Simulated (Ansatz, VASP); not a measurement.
**NaCl: VASP beside Ansatz**

```xyz
2
Lattice="5.4418 0.0000 0.0000 -2.7209 4.7127 0.0000 0.0000 0.0000 4.9957" Properties=species:S:1:pos:R:3 pbc="T T T"
Na    0.0000    0.0000    2.4979
Cl    0.0000    0.0000    0.0000
```

Alike in both runs: functional PBE; k mesh 6 × 6 × 4; occupations gaussian, width 0.1 eV; no spin polarisation.

Ansatz relaxed the structure, and its values are those at the end. VASP's run is a single point on that final structure, the one shown.

|  | VASP | Ansatz |
| --- | --- | --- |
| version | VASP 6.6.1 | Ansatz 0.2.0 |
| potentials or method | VASP PAW PBE potentials, release 64 (Na_pv, Cl), cutoff 520 eV | scalar-relativistic, plane waves, PAW |
| valence electrons in the cell | 14 | 16 |

|  | VASP | Ansatz | Ansatz less VASP |
| --- | --- | --- | --- |
| gap on the k mesh at the Fermi level (eV) | 3.93 | 3.93 | +0.002 |
| least direct gap on the mesh (eV) | 3.95 | 3.95 | +0.002 |
| pressure (GPa) | 0.1 | 0.1 | -0.02 |

With one functional, cell and mesh, what is left measures potentials, basis and numerics. VASP's potentials hold 14 valence electrons a cell and Ansatz's 16, so a difference there can come from the potentials and not from the codes.
